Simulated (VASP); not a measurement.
**KF: single point with PBE**

The system is KF, a wire with vacuum.

```
CELL_PARAMETERS angstrom
9.00000 0.00000 0.00000
0.00000 9.30000 0.00000
0.00000 0.00000 4.78468
ATOMIC_POSITIONS crystal
K 0.50000 0.50000 0.98249
F 0.50000 0.50000 0.48251
```

```
Program             : VASP 6.6.1
Task                : single point
Functional          : PBE
Potentials or basis : VASP PAW PBE potentials, release 64 (K_sv, F)
Cutoff              : 520 eV
k mesh              : 1 × 1 × 13
Occupations         : gaussian, width 0.05 eV
Spin                : collinear spin
Starting moments    : [0.5, 0.5] μB
```

The band gap on the k mesh is 4.26 eV, the net moment is 0.00 μB per cell and the valence electrons inside the program's atomic spheres are K 7.58; F 6.07.

Levels at points of the mesh, in eV from the valence-band top:
Spin up:
```
           k point  band 5  band 6  band 7  band 8  band 9  band 10  band 11  band 12
(0.00, 0.00, 0.00)  -11.21   -0.30   -0.30    0.00    4.26     6.07     6.17     6.23
```
Spin down:
```tsv
k point	band 5	band 6	band 7	band 8	band 9	band 10	band 11	band 12
(0.00, 0.00, 0.00)	-11.21	-0.30	-0.30	0.00	4.26	6.07	6.17	6.23
```

Wall time 96 s on 1 thread of AMD EPYC 9R45 96-Core Processor (Zen 5), with other jobs on the host, peak memory 0.53 GiB.
